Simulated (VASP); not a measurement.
# BiTe (F-43m) in VASP: a series of runs, part 2 of 2

VASP 6.6.1. The steps go on from the part before.

## (5) Single point, r2SCAN (44.68 Å³/atom)

This run uses another cell than the first one, of 44.68 Å³/atom.

File POSCAR:

```
BiTe
1.0
    0.0000000000      3.5483423316      3.5483423316
    3.5483423316      0.0000000000      3.5483423316
    3.5483423316      3.5483423316      0.0000000000
Bi Te
1 1
Direct
    0.0000000000      0.0000000000      0.0000000000
    0.2500000000      0.2500000000      0.2500000000
```

File INCAR.step1:

```
SYSTEM = BiTe
PREC = Accurate
ENCUT = 520
ISMEAR = 0
SIGMA = 0.05
LREAL = .FALSE.
LASPH = .TRUE.
NELM = 60
NBANDS = 18
GGA = PE
ALGO = Normal
EDIFF = 1E-4
LWAVE = .TRUE.
LCHARG = .FALSE.
```

File INCAR.step2:

```
SYSTEM = BiTe
PREC = Accurate
ENCUT = 520
EDIFF = 1E-6
ISMEAR = 0
SIGMA = 0.05
LREAL = .FALSE.
LASPH = .TRUE.
NELM = 60
ALGO = Normal
ISIF = 2
LWAVE = .FALSE.
LCHARG = .FALSE.
METAGGA = R2SCAN
LMIXTAU = .TRUE.
NBANDS = 18
ISTART = 1
```

File KPOINTS:

```
regular mesh
0
G
  8 8 8
  0 0 0
```

Potentials or basis: VASP PAW PBE potentials, release 64 (Bi_d, Te).

Started as:

```console
cat potpaw_PBE.64/Bi_d/POTCAR potpaw_PBE.64/Te/POTCAR > POTCAR
cp INCAR.step1 INCAR
mpirun -np 1 vasp_std > vasp.out
cp INCAR.step2 INCAR
mpirun -np 1 vasp_std > vasp.out
```

OUTCAR:

```text
SYSTEM = BiTe
   PREC = Accurate
   ENCUT = 520
   EDIFF = 1E-6
   ISMEAR = 0
   LREAL = .FALSE.
   LASPH = .TRUE.
   NELM = 60
   ISIF = 2
   METAGGA = R2SCAN
   ISTART = 1

 ion  position               nearest neighbor table
   1  0.000  0.000  0.000-   2 3.07   2 3.07   2 3.07   2 3.07
   2  0.250  0.250  0.250-   1 3.07   1 3.07   1 3.07   1 3.07

  LATTYP: Found a face centered cubic cell.
 ALAT       =     7.0966846632

  Lattice vectors:

 A1 = (   0.0000000000,   3.5483423316,   3.5483423316)
 A2 = (   3.5483423316,   0.0000000000,   3.5483423316)
 A3 = (   3.5483423316,   3.5483423316,   0.0000000000)

Analysis of symmetry for initial positions (statically):
=====================================================================
 Subroutine PRICEL returns:
 Original cell was already a primitive cell.

 Routine SETGRP: Setting up the symmetry group for a
 face centered cubic supercell.

 Subroutine GETGRP returns: Found 24 space group operations
 (whereof 24 operations were pure point group operations)
 out of a pool of 48 trial point group operations.

The static configuration has the point symmetry T_d .
[... 158 lines left out ...]
  free energy    TOTEN  =       -83.40391644 eV

  energy without entropy =      -83.39950990  energy(sigma->0) =      -83.40171317

 E-fermi :   4.3462     XC(G=0):  -8.4816

 val. band max:        4.3400998098   @ k =  -0.3750   0.3750   0.1250
 cond. band min:       4.3746354645   @ k =  -0.1250   0.1250   0.0000
 fundamental gap:      0.0345356547
 Fermi energy:         4.3461699304

 k-point     1 :       0.0000    0.0000    0.0000
  band No.  band energies     occupation
      1     -19.9562      2.00000
      2     -19.9562      2.00000
      3     -19.9562      2.00000
      4     -19.9368      2.00000
      5     -19.9368      2.00000
      6      -9.7467      2.00000
[... 481 lines left out ...]
      5     -19.9363      2.00000
      6      -8.4900      2.00000
[... 10 lines left out ...]
     17      11.4554      0.00000
     18      13.4823      0.00000

 [... further k-points ...]

------------------------ aborting loop because EDIFF is reached ----------------------------------------

  FORCE on cell =-STRESS in cart. coord.  units (eV):
  Direction    XX          YY          ZZ          XY          YZ          ZX
  --------------------------------------------------------------------------------------
  -------------------------------------------------------------------------------------
  Total        0.7483509      0.7483509      0.7483509      0.0000000      0.0000000      0.0000000
  in kB       13.4186656     13.4186656     13.4186656      0.0000000      0.0000000      0.0000000
  external PRESSURE =      13.4186656 kB  Pullay stress =       0.0000000 kB

 VOLUME and BASIS-vectors are now :
 -----------------------------------------------------------------------------
  energy-cutoff  :      520.00
  volume of cell :       89.35
      direct lattice vectors                 reciprocal lattice vectors
     0.000000000  3.548342332  3.548342332    -0.140910869  0.140910869  0.140910869
     3.548342332  0.000000000  3.548342332     0.140910869 -0.140910869  0.140910869
     3.548342332  3.548342332  0.000000000     0.140910869  0.140910869 -0.140910869

 POSITION                                       TOTAL-FORCE (eV/Angst)
 -----------------------------------------------------------------------------------
      0.00000      0.00000      0.00000        -0.000000     -0.000000     -0.000000
      1.77417      1.77417      1.77417         0.000000      0.000000      0.000000
 -----------------------------------------------------------------------------------
    total drift:                               -0.000000     -0.000000     -0.000000

  FREE ENERGIE OF THE ION-ELECTRON SYSTEM (eV)
  ---------------------------------------------------
  free  energy   TOTEN  =       -83.4039164447 eV

  energy  without entropy=      -83.3995098991  energy(sigma->0) =      -83.40171317
```

It took 2.2 min on 1 thread of Intel Xeon Platinum 8488C (Sapphire Rapids), shared host; peak memory 0.27 GiB.

Results:

```yaml
Free_energy: -83.4039 eV
Pressure: 1.3 GPa
Band_gap_on_the_k_mesh: zero (an odd number of electrons rules out a gap without spin polarisation)
```

Caveat: the PAW data sets were made with another functional, which shifts forces and pressure a little; spin-orbit coupling is left out, which moves the levels of the heavy elements; an odd number of electrons without spin polarisation forces a metal; a magnetic or distorted state may lie lower.

## (6) Overview

| level | cell | k mesh | gap on the mesh (eV) | pressure (GPa) |
| --- | --- | --- | --- | --- |
| PBE | a = 4.912 Å, angles 60.0°, 2 atoms | 6 × 6 × 6 | none | 4.5 |
| PBE | a = 4.961 Å, angles 60.0°, 2 atoms | 6 × 6 × 6 | none | 3.2 |
| PBE | a = 5.115 Å, angles 60.0°, 2 atoms | 6 × 6 × 6 | none | -0.1 |
| r2SCAN | a = 5.018 Å, angles 60.0°, 2 atoms | 8 × 8 × 8 | none | 1.3 |

Alike in all rows: task single point; potentials or basis VASP PAW PBE potentials, release 64 (Bi_d, Te); no spin polarisation; cutoff (eV) 520; smearing gaussian 0.05 eV.

Caveats: spin-orbit coupling is left out, which moves the levels of the heavy elements; an odd number of electrons without spin polarisation forces a metal; a magnetic or distorted state may lie lower; the cell stands under pressure (at least some runs); the PAW data sets were made with another functional, which shifts forces and pressure a little (at least some runs).

Absolute energies hang on the potentials; compare differences alone.

The gap in the log of VASP goes by the Fermi energy; the results here count the filled bands.